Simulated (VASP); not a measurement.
Wanted: the native input for a VASP 6.6.1 run.

| Item | Value |
| --- | --- |
| Task | single point |
| Functional | LDA |
| Potentials or basis | VASP PAW LDA potentials, release 64 (Ta_sv_GW, N) |
| Cutoff | 600 eV |
| k mesh | 10 × 10 × 6 |
| Occupations | fermi-dirac, width 0.05 eV |
| Spin | no spin polarisation |
| Dipole correction | no |
| Second run | valence_matched |
| Further INCAR settings | ALGO = Normal; EDIFF = 1e-06; NBANDS = 22 |

The structure of Ta2N lies in POSCAR:

```
Ta2N
1.0
    3.0653437471      0.0000000000      0.0000000000
   -1.5326718735      2.6546655563      0.0000000000
    0.0000000000      0.0000000000      4.7801075143
Ta N
2 1
Direct
    0.3333333333      0.6666666667      0.2527259034
    0.6666666667      0.3333333333      0.7472740966
    0.0000000000      0.0000000000      0.0000000000
```

One way to write it, as run:

INCAR

```
SYSTEM = Ta2N
PREC = Accurate
ENCUT = 600
EDIFF = 1E-6
ISMEAR = -1
SIGMA = 0.05
LREAL = .FALSE.
LASPH = .TRUE.
NELM = 120
ALGO = Normal
ISIF = 2
LWAVE = .FALSE.
LCHARG = .FALSE.
NBANDS = 22
GGA_COMPAT = .FALSE.
```

KPOINTS

```
Automatic mesh
0
G
  10 10 6
  0 0 0
```

Potentials or basis: VASP PAW LDA potentials, release 64 (Ta_sv_GW, N).

Run with:

```console
$ cat potpaw_LDA.64/Ta_sv_GW/POTCAR potpaw_LDA.64/N/POTCAR > POTCAR
$ mpirun -np 1 vasp_std > vasp.out
```

Results of the run:

```
Pressure      : 1.0 GPa
Largest force : 0.041 eV/Å
```

It took 45 s on 1 thread of AMD EPYC 9R45 96-Core Processor (Zen 5) (shared host), peak memory 0.17 GiB.
